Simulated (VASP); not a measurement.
Input of a VASP 6.6.1 run:

File INCAR:

```
PREC = Accurate ; ENCUT = 520
EDIFF = 1E-7 ; ISMEAR = 0
SIGMA = 0.1 ; LREAL = False
LASPH = True ; NELM = 60
ALGO = Fast ; ISIF = 2
LWAVE = False ; LCHARG = False
GGA = PS ; NBANDS = 13
```

The input KPOINTS:

```
Automatic mesh
0
Gamma
  16 16 16
```

POSCAR

```
Sn
1.0
   -1.7069600477      1.7466055839      2.3411012436
    1.7069600477     -1.7466055839      2.3411012436
    1.7069600477      1.7466055839     -2.3411012436
Sn
1
Direct
    0.0000000000      0.0000000000      0.0000000000
```

Potentials or basis: VASP PAW PBE potentials, release 64 (Sn_d).

Launch:

```sh
$ cat potpaw_PBE.64/Sn_d/POTCAR > POTCAR
$ mpirun -np 1 vasp_std > vasp.out
```

Problem. What does it give for the band gap on the k mesh?

Solution. Zero (band 7 reaches 14.91 eV, above the bottom of band 8 at 5.64 eV).

Problem. What does it give for the pressure?

Solution. -2.5 GPa.

Stress tensor (GPa, compression positive):
```
-2.16  0.00  0.00
 0.00 -2.90  0.00
 0.00  0.00 -2.56
```

Caveat: the cell differs from its parent crystal (strained); the PAW data sets were made with another functional, which shifts forces and pressure a little; spin-orbit coupling is left out, which moves the levels of the heavy elements.
